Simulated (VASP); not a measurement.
**Re: relaxation of cell and atoms with PBE**

The system is Re.

```
CELL_PARAMETERS angstrom
2.52777 0.00000 0.00000
0.00000 2.52777 0.00000
0.00000 0.00000 2.52777
ATOMIC_POSITIONS crystal
Re 0.00000 0.00000 0.00000
```

This isn't the form of Re at room conditions, which is hcp.

```yaml
Program: VASP 6.6.1
Task: relaxation of cell and atoms
Functional: PBE
Potentials_or_basis: VASP PAW PBE potentials, release 64 (Re_sv_GW)
Cutoff: 500 eV
k_mesh: 15 × 15 × 15
Occupations: fermi-dirac, width 0.08 eV
Spin: no spin polarisation
Dipole_correction: no
Further_INCAR_settings: ALGO = Normal; EDIFF = 1e-07; IBRION = 2; EDIFFG = -0.005; NSW = 60; ISIF = 3
```

```json
{"Relaxed volume": "17.00 Å³/atom", "Relaxed cell": "a = 2.571 Å, b = 2.571 Å, c = 2.571 Å, α = 90.00°, β = 90.00°, γ = 90.00°", "Space group after relaxing (to 0.1 Å)": "Pm-3m (No. 221)", "Energy gained by relaxing": "38.2 meV/atom", "Ionic steps": "17", "Pressure after relaxing": "0.0 GPa", "Band gap on the k mesh": "zero (an odd number of electrons rules out a gap without spin polarisation)"}
```

Step by step:
| step | energy change (eV) | largest force (eV/Å) | pressure (GPa) | volume (Å³) |
| --- | --- | --- | --- | --- |
| 1 | 0.0000 | 0.0000 | 15.17 | 16.15 |
| 2 | 0.2842 | 0.0000 | -29.50 | 20.00 |
| 3 | -0.0380 | 0.0000 | -0.94 | 17.06 |
| 4 | -0.0382 | 0.0000 | -0.07 | 17.00 |
| 5 | -0.0381 | 0.0000 | 0.20 | 16.98 |
| 6 | -0.0381 | 0.0000 | 0.20 | 16.98 |
| 7 | -0.0381 | 0.0000 | 0.17 | 16.99 |
| 8 | -0.0381 | 0.0000 | 0.16 | 16.99 |
| 9 | -0.0381 | 0.0000 | 0.16 | 16.99 |
| 10 | -0.0381 | 0.0000 | 0.16 | 16.99 |
| 11 | -0.0381 | 0.0000 | 0.16 | 16.99 |
| 12 | -0.0381 | 0.0000 | 0.15 | 16.99 |
| 13 | -0.0382 | 0.0000 | 0.14 | 16.99 |
| 14 | -0.0382 | 0.0000 | 0.11 | 16.99 |
| 15 | -0.0382 | 0.0000 | 0.06 | 16.99 |
| 16 | -0.0382 | 0.0000 | -0.05 | 17.00 |
| 17 | -0.0382 | 0.0000 | 0.00 | 17.00 |

Final structure:
```
Re
1.0
     2.57110    0.00000    0.00000
     0.00000    2.57110    0.00000
     0.00000    0.00000    2.57110
Re
1
Direct
  0.00000 0.00000 0.00000
```

Levels at points of the mesh, in eV from the Fermi level:
```
           k point  band 5  band 6  band 7  band 8  band 9  band 10
(0.00, 0.00, 0.00)   -9.29   -5.44   -5.44    3.47    3.47     3.47
```

It took 75 s on 1 thread of AMD EPYC 9R45 96-Core Processor (Zen 5), on a shared host, peak memory 0.11 GiB.

Caveat: spin-orbit coupling is left out, which moves the levels of the heavy elements.
